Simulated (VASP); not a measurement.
Here is a VASP 6.6.1 calculation.

Contents of INCAR:

```
SYSTEM = GaN
PREC = Accurate ; ENCUT = 520
EDIFF = 1E-7 ; ISMEAR = 0
SIGMA = 0.01 ; LREAL = .False.
LASPH = .True. ; NELM = 100
ALGO = Normal ; ISIF = 2
LWAVE = .False. ; LCHARG = .False.
GGA = PE ; NBANDS = 26
```

The input KPOINTS:

```
Automatic mesh
0
Gamma
  4 4 3
  0 0 0
```

POSCAR

```
GaN
1.0
    3.1900000000      0.0000000000      0.0000000000
   -1.5950000000      2.7626210381      0.0000000000
    0.0000000000      0.0000000000      5.1900000000
Ga N
2 2
Direct
    0.3333333333      0.6666666667      0.0000000000
    0.6666666667      0.3333333333      0.5000000000
    0.3333333333      0.6666666667      0.3770000000
    0.6666666667      0.3333333333      0.8770000000
```

Potentials or basis: VASP PAW PBE potentials, release 64 (Ga_d, N).

Command:

```sh
$ cat potpaw_PBE.64/Ga_d/POTCAR potpaw_PBE.64/N/POTCAR > POTCAR
$ mpirun -np 1 vasp_std > vasp.out
```

**Question.** Predict the pressure.

**Answer.** 5.1 GPa.

**Question.** What does it give for the largest force?

**Answer.** 0.010 eV/Å.

**Question.** Predict the band gap on the k mesh.

**Answer.** 1.90 eV, direct.

Stress tensor (GPa, compression positive):
```
5.18 0.00 0.00
0.00 5.18 0.00
0.00 0.00 5.02
```

Caveat: the k points lie up to 0.57 Å⁻¹ apart. As with any semilocal functional, this PBE gap is likely too small.
